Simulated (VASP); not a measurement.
A run of VASP 6.6.1 is set up as follows.

File INCAR:

```
ALGO = Normal ; EDIFF = 1E-6
ENCUT = 520 ; ISIF = 2
ISMEAR = -1 ; LASPH = True
LCHARG = False ; LREAL = False
LWAVE = False ; NBANDS = 17
NELM = 100 ; PREC = Accurate
SIGMA = 0.05
```

The input KPOINTS:

```
k-points
0
Gamma
  7 7 7
```

Contents of POSCAR:

```
SnTe
1.0
    3.7576652447      0.0000000000      0.0000000000
    0.0000000000      3.7576652447      0.0000000000
    0.0000000000      0.0000000000      3.7576652447
Te Sn
1 1
Direct
    0.5000000000      0.5000000000      0.5000000000
    0.0000000000      0.0000000000      0.0000000000
```

Potentials or basis: VASP PAW LDA potentials, release 64 (Te, Sn_d).

The run is started by

```bash
$ cat potpaw_LDA.64/Te/POTCAR potpaw_LDA.64/Sn_d/POTCAR > POTCAR
$ mpirun -np 1 vasp_std > vasp.out
```

Task: Estimate the band gap on the k mesh.

Result: Zero (bands 10 and 11 overlap by 1.56 eV).

Task: Predict the pressure.

Result: 0.0 GPa.

Caveat: spin-orbit coupling is left out, which moves the levels of the heavy elements.
